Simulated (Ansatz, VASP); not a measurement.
Bi: VASP beside Ansatz

```
Bi
1.0
     2.31197    1.33482    4.01524
    -2.31197    1.33482    4.01524
     0.00000   -2.66964    4.01524
Bi
2
Direct
  0.76600 0.76600 0.76600
  0.23400 0.23400 0.23400
```

Alike in both runs: task single point; functional r2SCAN; k mesh 7 × 7 × 7; occupations fermi-dirac, width 0.05 eV; no spin polarisation.

|  | VASP | Ansatz |
| --- | --- | --- |
| version | VASP 6.6.1 | Ansatz 0.2.0 |
| potentials or method | VASP PAW PBE potentials, release 64 (Bi_d) | Ansatz PAW |
| plane-wave cutoff (eV) | 520 | 500 |
| valence electrons in the cell | 30 | 30 |

VASP gave:

| Item | Value |
| --- | --- |
| gap on the k mesh at the Fermi level (eV) | 0.27 |
| least direct gap on the mesh (eV) | 0.54 |
| pressure (GPa) | -1.5 |
| traceless stress, the component that is largest in VASP (GPa) | 0.44 |
| rms of the force components (eV/Å) | 0.132 |

What did Ansatz give for the same quantities?

gap on the k mesh at the Fermi level (eV): 0.26; least direct gap on the mesh (eV): 0.54; pressure (GPa): -1.5; traceless stress, the component that is largest in VASP (GPa): 0.45; rms of the force components (eV/Å): 0.137.

VASP's potentials were made for PBE, not for r2SCAN. Atom by atom the forces differ by 0.004 eV/Å (rms over components). With one functional, cell and mesh, what is left measures potentials, basis and numerics.

Neither program's run includes spin-orbit coupling. Noted on Ansatz's run: odd divisions of the mesh miss points on the zone boundary, where band edges often lie, so the gap on the mesh can be too wide.
